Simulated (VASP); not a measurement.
A run of VASP 6.6.1:

Contents of POSCAR:

```
Ti
1.0
    2.9500000000      0.0000000000      0.0000000000
   -1.4750000000      2.5547749412      0.0000000000
    0.0000000000      0.0000000000      4.6800000000
Ti
2
Direct
    0.6666666667      0.3333333333      0.7500000000
    0.3333333333      0.6666666667      0.2500000000
```

INCAR.step1

```
SYSTEM = Ti
PREC = Accurate ; ENCUT = 520
EDIFF = 1E-5 ; ISMEAR = -1
SIGMA = 0.05 ; LREAL = .FALSE.
LASPH = .TRUE. ; NELM = 80
ALGO = Normal ; ISIF = 2
LWAVE = .TRUE. ; LCHARG = .FALSE.
NBANDS = 19 ; GGA = PE
```

Contents of INCAR.step2:

```
SYSTEM = Ti
PREC = Accurate ; ENCUT = 520
EDIFF = 1E-7 ; ISMEAR = -1
SIGMA = 0.05 ; LREAL = .FALSE.
LASPH = .TRUE. ; NELM = 80
ALGO = Normal ; ISIF = 2
LWAVE = .FALSE. ; LCHARG = .FALSE.
METAGGA = R2SCAN ; LHFCALC = .TRUE.
AEXX = 0.25 ; LMIXTAU = .TRUE.
PRECFOCK = Normal ; NBANDS = 19
ISTART = 1
```

The input KPOINTS:

```
regular mesh
0
G
  5 5 3
  0 0 0
```

Potentials or basis: VASP PAW PBE potentials, release 64 (Ti_sv).

Run with:

```console
$ cat potpaw_PBE.64/Ti_sv/POTCAR > POTCAR
$ cp INCAR.step1 INCAR
$ mpirun -np 1 vasp_std > vasp.out
$ cp INCAR.step2 INCAR
$ mpirun -np 1 vasp_std > vasp.out
```

Hardware: 1 thread of Intel(R) Xeon(R) Platinum 8488C (Sapphire Rapids) (shared host).

**Question.** Estimate the wall time of this run.

**Answer.** Wall time 18 min on 1 thread of Intel(R) Xeon(R) Platinum 8488C (Sapphire Rapids), on a shared host, peak memory 0.16 GiB. Counts: k points 10.
